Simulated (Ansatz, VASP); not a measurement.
# Mo in VASP and in Ansatz

```
CELL_PARAMETERS angstrom
-1.58933 1.58933 1.58933
1.58933 -1.58933 1.58933
1.58933 1.58933 -1.58933
ATOMIC_POSITIONS crystal
Mo 0.00000 0.00000 0.00000
```

Alike in both runs: task single point; functional r2SCAN; k mesh 8 × 8 × 8; occupations fermi-dirac, width 0.0238 eV; collinear spin.

|  | VASP | Ansatz |
| --- | --- | --- |
| version | VASP 6.6.1 | Ansatz 0.2.0 |
| potentials or method | VASP PAW PBE potentials, release 64 (Mo_sv), cutoff 520 eV | PAW plane waves |
| valence electrons in the cell | 14 | 14 |

```tsv
	VASP	Ansatz	Ansatz less VASP
gap on the k mesh at the Fermi level (eV)	none	none	-
pressure (GPa)	-4.6	-5.6	-1.02
net moment per atom (μB)	0.00	0.00	0.000
```

VASP's potentials were made for PBE, not for r2SCAN. A gap of «none» marks a metal or a gap that the smearing closes. Ansatz's warnings: seeded moment not kept, stability check not made.
